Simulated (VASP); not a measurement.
# CdSe (F-43m) in VASP: settings compared

CdSe is run at these levels: PBE, PBEsol, LDA; tasks: single point.

Everything below comes from runs of VASP 6.6.1. Logs are shortened: lines on timing, memory, paths and dates and some standing lists are left out, and cuts for length are marked.

### 1 The cell of the first run

Symmetry: F-43m, No. 216, cubic system. Conventional cell: a = 6.136 Å, b = 6.136 Å, c = 6.136 Å, α = 90.00°, β = 90.00°, γ = 90.00°. Cd (site symmetry -43m) has 4 Se at 2.66 Å within 3.5 Å. Within 3.5 Å of Se (site symmetry -43m) lie 4 Cd at 2.66 Å.

### 2 Single point, PBE

Contents of INCAR:

```
PREC = Accurate
ENCUT = 520
EDIFF = 1E-7
ISMEAR = 0
SIGMA = 0.01
LREAL = F
LASPH = T
NELM = 100
ALGO = Normal
ISIF = 2
LWAVE = F
LCHARG = F
GGA = PE
NBANDS = 16
```

Contents of KPOINTS:

```
Automatic mesh
0
Gamma
  4 4 4
```

Contents of POSCAR:

```
CdSe
1.0
    0.0000000000      3.0678017005      3.0678017005
    3.0678017005      0.0000000000      3.0678017005
    3.0678017005      3.0678017005      0.0000000000
Cd Se
1 1
Direct
    0.0000000000      0.0000000000      0.0000000000
    0.7500000000      0.7500000000      0.7500000000
```

Potentials or basis: VASP PAW PBE potentials, release 64 (Cd, Se).

Launch:

```
$ cat potpaw_PBE.64/Cd/POTCAR potpaw_PBE.64/Se/POTCAR > POTCAR
$ mpirun -np 1 vasp_std > vasp.out
```

OUTCAR:

```text
PREC = Accurate
   ENCUT = 520
   EDIFF = 1E-7
   ISMEAR = 0
   LREAL = F
   LASPH = T
   NELM = 100
   ISIF = 2
   GGA = PE

 ion  position               nearest neighbor table
   1  0.000  0.000  0.000-   2 2.66   2 2.66   2 2.66   2 2.66
   2  0.750  0.750  0.750-   1 2.66   1 2.66   1 2.66   1 2.66

  LATTYP: Found a face centered cubic cell.
 ALAT       =     6.1356034010

  Lattice vectors:

 A1 = (   0.0000000000,   3.0678017005,   3.0678017005)
 A2 = (   3.0678017005,   0.0000000000,   3.0678017005)
 A3 = (   3.0678017005,   3.0678017005,   0.0000000000)

Analysis of symmetry for initial positions (statically):
=====================================================================
 Subroutine PRICEL returns:
 Original cell was already a primitive cell.

 Routine SETGRP: Setting up the symmetry group for a
 face centered cubic supercell.

 Subroutine GETGRP returns: Found 24 space group operations
 (whereof 24 operations were pure point group operations)
 out of a pool of 48 trial point group operations.

The static configuration has the point symmetry T_d .

Analysis of symmetry for dynamics (positions and initial velocities):
=====================================================================
 Subroutine PRICEL returns:
 Original cell was already a primitive cell.

 Routine SETGRP: Setting up the symmetry group for a
 face centered cubic supercell.

 Subroutine GETGRP returns: Found 24 space group operations
 (whereof 24 operations were pure point group operations)
 out of a pool of 48 trial point group operations.

The dynamic configuration has the point symmetry T_d .

 Subroutine INISYM returns: Found 24 space group operations
 (whereof 24 operations are pure point group operations),
 and found     1 'primitive' translations

----------------------------------------------------------------------------------------

                                     Primitive cell

  volume of cell :      57.7447

  direct lattice vectors                    reciprocal lattice vectors
     0.000000000  3.067801701  3.067801701    -0.162983155  0.162983155  0.162983155
     3.067801701  0.000000000  3.067801701     0.162983155 -0.162983155  0.162983155
     3.067801701  3.067801701  0.000000000     0.162983155  0.162983155 -0.162983155

  length of vectors
     4.338526772  4.338526772  4.338526772     0.282295105  0.282295105  0.282295105

  position of ions in fractional coordinates (direct lattice)
     0.000000000  0.000000000  0.000000000
     0.750000000  0.750000000  0.750000000

  ion indices of the primitive-cell ions
   primitive index   ion index
                 1           1
                 2           2

----------------------------------------------------------------------------------------

 KPOINTS: Automatic mesh

Automatic generation of k-mesh.
 Grid dimensions read from file:
 generate k-points for:    4    4    4

 Generating k-lattice:

  Cartesian coordinates                     Fractional coordinates (reciprocal lattice)
    -0.040745789  0.040745789  0.040745789     0.250000000  0.000000000  0.000000000
     0.040745789 -0.040745789  0.040745789     0.000000000  0.250000000  0.000000000
     0.040745789  0.040745789 -0.040745789     0.000000000  0.000000000  0.250000000

  Length of vectors
     0.070573776  0.070573776  0.070573776

  Shift w.r.t. Gamma in fractional coordinates (k-lattice)
     0.000000000  0.000000000  0.000000000

 Subroutine IBZKPT returns following result:
 ===========================================

 Found      8 irreducible k-points:

 Following reciprocal coordinates:
            Coordinates               Weight
  0.000000  0.000000  0.000000      1.000000
  0.250000  0.000000  0.000000      8.000000
  0.500000  0.000000  0.000000      4.000000
  0.250000  0.250000  0.000000      6.000000
  0.500000  0.250000  0.000000     24.000000
 -0.250000  0.250000  0.000000     12.000000
  0.500000  0.500000  0.000000      3.000000
 -0.250000  0.500000  0.250000      6.000000
   k-points           NKPTS =      8   k-points in BZ     NKDIM =      8   number of bands    NBANDS=     16
   number of dos      NEDOS =    301   number of ions     NIONS =      2
   total plane-waves  NPLWV =  32768
   dimension x,y,z NGX =    32 NGY =   32 NGZ =   32
   dimension x,y,z NGXF=    64 NGYF=   64 NGZF=   64
   ions per type =               1   1
   NGX,Y,Z   is equivalent  to a cutoff of  12.26, 12.26, 12.26 a.u.
   NGXF,Y,Z  is equivalent  to a cutoff of  24.52, 24.52, 24.52 a.u.
 SYSTEM =  unknown system
   PREC   = accura    normal or accurate (medium, high low for compatibility)
   ISTART =      0    job   : 0-new  1-cont  2-samecut
   ICHARG =      2    charge: 1-file 2-atom 10-const
   ISPIN  =      1    spin polarized calculation?
   LNONCOLLINEAR =      F non collinear calculations
   LSORBIT =      F    spin-orbit coupling
   LASPH  =      T    aspherical Exc in radial PAW
   ENCUT  =  520.0 eV  38.22 Ry    6.18 a.u.   8.07  8.07  8.07*2*pi/ulx,y,z
   NELM   =    100;   NELMIN=  2; NELMDL= -5     # of ELM steps
   EDIFF  = 0.1E-06   stopping-criterion for ELM
   LREAL  =      F    real-space projection
   EDIFFG = 0.1E-05   stopping-criterion for IOM
   NSW    =      0    number of steps for IOM
   IBRION =     -1    ionic relax: 0-MD 1-quasi-New 2-CG
   NFREE  =      0    steps in history (QN), initial steepest desc. (CG)
   ISIF   =      2    stress and relaxation
   ISYM   =      2    0-nonsym 1-usesym 2-fastsym
   POTIM  = 0.5000    time-step for ionic-motion
   TEBEG  =    0.0;   TEEND  =   0.0 temperature during run
   PSTRESS=    0.0 pullay stress
   NELECT =      18.0000    total number of electrons
   NUPDOWN=      -1.0000    fix difference up-down
   EMIN   =  10.00;   EMAX   =-10.00  energy-range for DOS
   EFERMI =   0.00;   METHOD = LEGACY
   ISMEAR =     0;   SIGMA  =   0.01  broadening in eV -4-tet -1-fermi 0-gaus
   EFERMI_NEDOS =   21; number of points for ismear=-14 and -15
   IALGO  =     38    algorithm
   IMIX   =      4    mixing-type and parameters
     AMIX     =   0.40;   BMIX     =  1.00
     AMIX_MAG =   1.60;   BMIX_MAG =  1.00
  volume/ion in A,a.u.               =      28.87       194.84
  Fermi-wavevector in a.u.,A,eV,Ry     =   1.110014  2.097622 16.764155  1.232131
  Thomas-Fermi vector in A             =   2.246560
   LORBIT       =      0    0 simple, 1 ext, 2 COOP (PROOUT), +10 PAW based schemes
   GGA     = PE    functional components
   LHFCALC =     F    Hartree Fock is set to
   AEXX    =    0.0000 exact exchange contribution
   IVDW    =     0    specifies the selected vdW correction
   LEPSILON=     F    determine dielectric tensor
   LRPA    =     F    only Hartree local field effects (RPA)
 non-spin polarized calculation
 Gauss-broadening in eV      SIGMA  =   0.01
  energy-cutoff  :      520.00
  volume of cell :       57.74
 maximum number of plane-waves:      1588
   NGX = 17   NGY = 17   NGZ = 17

 number of electron      18.0000008 magnetization

 Free energy of the ion-electron system (eV)
  ---------------------------------------------------
  ext. energy  EPLUGINS =         0.00000000
  ---------------------------------------------------
  free energy    TOTEN  =        -5.44181613 eV

  energy without entropy =       -5.44181613  energy(sigma->0) =       -5.44181613

 E-fermi :   0.8214     XC(G=0):  -8.7546

 val. band max:        0.7656076618   @ k =   0.0000   0.0000   0.0000
 cond. band min:       1.3053384120   @ k =   0.0000   0.0000   0.0000
 fundamental gap:      0.5397307502
 Fermi energy:         0.8213534757

 k-point     1 :       0.0000    0.0000    0.0000
  band No.  band energies     occupation
      1     -11.6785      2.00000
      2      -7.1130      2.00000
      3      -7.1130      2.00000
      4      -7.1130      2.00000
      5      -6.7687      2.00000
      6      -6.7687      2.00000
[... 8 lines left out ...]
     15      11.7889      0.00000
     16      11.7889      0.00000

 k-point     2 :       0.2500    0.0000    0.0000
  band No.  band energies     occupation
      1     -11.5044      2.00000
      2      -7.0623      2.00000
      3      -7.0623      2.00000
      4      -6.9104      2.00000
      5      -6.7666      2.00000
      6      -6.7666      2.00000
[... 8 lines left out ...]
     15      10.7977      0.00000
     16      10.8445      0.00000

 k-point     3 :       0.5000    0.0000    0.0000
  band No.  band energies     occupation
      1     -11.3276      2.00000
      2      -7.0259      2.00000
      3      -7.0259      2.00000
      4      -6.7467      2.00000
      5      -6.7467      2.00000
      6      -6.4904      2.00000
[... 8 lines left out ...]
     15      12.8099      0.00000
     16      12.8099      0.00000

 k-point     4 :       0.2500    0.2500    0.0000
  band No.  band energies     occupation
      1     -11.4475      2.00000
      2      -7.0007      2.00000
      3      -7.0007      2.00000
      4      -6.9572      2.00000
      5      -6.7731      2.00000
      6      -6.7417      2.00000
[... 8 lines left out ...]
     15      12.3059      0.00000
     16      13.8384      0.00000

 k-point     5 :       0.5000    0.2500    0.0000
  band No.  band energies     occupation
      1     -11.2737      2.00000
      2      -6.9829      2.00000
      3      -6.9464      2.00000
      4      -6.8263      2.00000
      5      -6.7368      2.00000
      6      -6.4575      2.00000
[... 8 lines left out ...]
     15      13.0424      0.00000
     16      13.7018      0.00000

 k-point     6 :      -0.2500    0.2500    0.0000
  band No.  band energies     occupation
      1     -11.3308      2.00000
      2      -7.0011      2.00000
      3      -6.9973      2.00000
      4      -6.7800      2.00000
      5      -6.7769      2.00000
      6      -6.5681      2.00000
[... 8 lines left out ...]
     15      11.9193      0.00000
     16      13.7256      0.00000

 k-point     7 :       0.5000    0.5000    0.0000
  band No.  band energies     occupation
      1     -11.2171      2.00000
      2      -6.9324      2.00000
      3      -6.8719      2.00000
      4      -6.8719      2.00000
      5      -6.7145      2.00000
      6      -6.4280      2.00000
[... 8 lines left out ...]
     15      13.1099      0.00000
     16      14.0282      0.00000

 k-point     8 :      -0.2500    0.5000    0.2500
  band No.  band energies     occupation
      1     -11.2180      2.00000
      2      -6.9391      2.00000
      3      -6.9361      2.00000
      4      -6.7998      2.00000
      5      -6.7635      2.00000
      6      -6.3140      2.00000
[... 8 lines left out ...]
     15      13.3247      0.00000
     16      13.7102      0.00000

------------------------ aborting loop because EDIFF is reached ----------------------------------------

  FORCE on cell =-STRESS in cart. coord.  units (eV):
  Direction    XX          YY          ZZ          XY          YZ          ZX
  --------------------------------------------------------------------------------------
  -------------------------------------------------------------------------------------
  Total        0.6763039      0.6763039      0.6763039     -0.0000000     -0.0000000     -0.0000000
  in kB       18.7646577     18.7646577     18.7646577     -0.0000000     -0.0000000     -0.0000000
  external PRESSURE =      18.7646577 kB  Pullay stress =       0.0000000 kB

 VOLUME and BASIS-vectors are now :
 -----------------------------------------------------------------------------
  energy-cutoff  :      520.00
  volume of cell :       57.74
      direct lattice vectors                 reciprocal lattice vectors
     0.000000000  3.067801701  3.067801701    -0.162983155  0.162983155  0.162983155
     3.067801701  0.000000000  3.067801701     0.162983155 -0.162983155  0.162983155
     3.067801701  3.067801701  0.000000000     0.162983155  0.162983155 -0.162983155

 POSITION                                       TOTAL-FORCE (eV/Angst)
 -----------------------------------------------------------------------------------
      0.00000      0.00000      0.00000        -0.000000     -0.000000     -0.000000
      4.60170      4.60170      4.60170         0.000000      0.000000      0.000000
 -----------------------------------------------------------------------------------
    total drift:                                0.000000      0.000000      0.000000

  FREE ENERGIE OF THE ION-ELECTRON SYSTEM (eV)
  ---------------------------------------------------
  free  energy   TOTEN  =        -5.4418161257 eV

  energy  without entropy=       -5.4418161257  energy(sigma->0) =       -5.44181613
```

It took 8.2 s on 1 thread of Intel Xeon Platinum 8488C (Sapphire Rapids), shared host; peak memory 0.17 GiB.

Results:

```
Free energy            : -5.4418 eV
Pressure               : 1.9 GPa
Band gap on the k mesh : 0.54 eV, direct
```

Caveat: the k points lie up to 0.44 Å⁻¹ apart. A hybrid or GW would open this gap; PBE tends to underestimate it.

### 3 Single point, PBEsol

This run uses another cell than the first one, of 28.13 Å³/atom, 0.974 times its volume.

Contents of INCAR:

```
PREC = Accurate ; ENCUT = 520
EDIFF = 1E-6 ; ISMEAR = -1
SIGMA = 0.02 ; LREAL = F
LASPH = T ; NELM = 80
ALGO = Normal ; ISIF = 2
LWAVE = F ; LCHARG = F
GGA = PS ; NBANDS = 16
```

Contents of KPOINTS:

```
Automatic mesh
0
Gamma
  6 6 6
```

Contents of POSCAR:

```
CdSe
1.0
    0.0000000000      3.0411501750      3.0411501750
    3.0411501750      0.0000000000      3.0411501750
    3.0411501750      3.0411501750      0.0000000000
Cd Se
1 1
Direct
    0.0000000000      0.0000000000      0.0000000000
    0.7500000000      0.7500000000      0.7500000000
```

Potentials or basis: VASP PAW PBE potentials, release 64 (Cd, Se).

Launch:

```
$ cat potpaw_PBE.64/Cd/POTCAR potpaw_PBE.64/Se/POTCAR > POTCAR
$ mpirun -np 1 vasp_std > vasp.out
```

Run time: 11 s. Hardware: 1 thread of Intel Xeon Platinum 8488C (Sapphire Rapids), shared host; peak memory 0.18 GiB.

The run converged. Its results:

```yaml
Free_energy: -6.1725 eV
Pressure: 0.3 GPa
Band_gap_on_the_k_mesh: 0.48 eV, direct
```

Levels at points of the mesh, in eV from the valence-band top:
| k point | band 5 | band 6 | band 7 | band 8 | band 9 | band 10 | band 11 | band 12 | band 13 | band 14 |
| --- | --- | --- | --- | --- | --- | --- | --- | --- | --- | --- |
| (0.00, 0.00, 0.00) | -7.54 | -7.54 | 0.00 | 0.00 | 0.00 | 0.48 | 5.85 | 5.85 | 5.85 | 9.59 |
| (0.50, 0.00, 0.00) | -7.51 | -7.24 | -4.45 | -0.76 | -0.76 | 2.29 | 6.36 | 6.36 | 7.28 | 9.87 |
| (0.50, 0.50, 0.00) | -7.48 | -7.18 | -4.13 | -1.88 | -1.88 | 3.00 | 3.67 | 8.98 | 10.13 | 10.13 |

Caveat: the PAW data sets were made with another functional, which shifts forces and pressure a little.

### 4 Single point, LDA

This run uses another cell than the first one, of 27.12 Å³/atom, 0.939 times its volume.

Contents of INCAR:

```
ALGO = Normal
EDIFF = 1E-6
ENCUT = 520
GGA = CA
ISIF = 2
ISMEAR = -1
LASPH = T
LCHARG = T
LELF = T
LREAL = F
LVHAR = T
LWAVE = F
NBANDS = 16
NELM = 60
PREC = Accurate
SIGMA = 0.02
```

Contents of KPOINTS:

```
k-points
0
Gamma
  6 6 6
```

Contents of POSCAR:

```
CdSe
1.0
    0.0000000000      3.0044970733      3.0044970733
    3.0044970733      0.0000000000      3.0044970733
    3.0044970733      3.0044970733      0.0000000000
Cd Se
1 1
Direct
    0.0000000000      0.0000000000      0.0000000000
    0.7500000000      0.7500000000      0.7500000000
```

Potentials or basis: VASP PAW LDA potentials, release 64 (Cd, Se).

Launch:

```
$ cat potpaw_LDA.64/Cd/POTCAR potpaw_LDA.64/Se/POTCAR > POTCAR
$ mpirun -np 1 vasp_std > vasp.out
```

It took 10 s on 1 thread of Intel Xeon Platinum 8488C (Sapphire Rapids), shared host; peak memory 0.15 GiB.

It converged, with:

```yaml
Free_energy: -6.7564 eV
Pressure: 0.5 GPa
Band_gap_on_the_k_mesh: 0.43 eV, direct
```

Levels at points of the mesh, in eV from the valence-band top:
```csv
k point,band 6,band 7,band 8,band 9,band 10,band 11,band 12,band 13
"(0.00, 0.00, 0.00)",-7.67,0.00,0.00,0.00,0.43,5.79,5.79,5.79
"(0.50, 0.00, 0.00)",-7.35,-4.70,-0.82,-0.82,2.24,6.32,6.32,7.29
"(0.50, 0.50, 0.00)",-7.28,-4.33,-2.02,-2.02,2.86,3.64,9.06,10.24
```

### 5 Overview

| level | potentials or basis | cell | k mesh | smearing | gap on the mesh (eV) | pressure (GPa) |
| --- | --- | --- | --- | --- | --- | --- |
| PBE | VASP PAW PBE potentials, release 64 (Cd, Se) | a = 4.339 Å, angles 60.0°, 2 atoms | 4 × 4 × 4 | gaussian 0.01 eV | 0.54 | 1.9 |
| PBEsol | VASP PAW PBE potentials, release 64 (Cd, Se) | a = 4.301 Å, angles 60.0°, 2 atoms | 6 × 6 × 6 | fermi-dirac 0.02 eV | 0.48 | 0.3 |
| LDA | VASP PAW LDA potentials, release 64 (Cd, Se) | a = 4.249 Å, angles 60.0°, 2 atoms | 6 × 6 × 6 | fermi-dirac 0.02 eV | 0.43 | 0.5 |

Alike in all rows: task single point; no spin polarisation; cutoff (eV) 520.

Caveats: some runs use coarse meshes; the PAW data sets were made with another functional, which shifts forces and pressure a little (some runs).

Absolute energies hang on the potentials; compare differences alone.
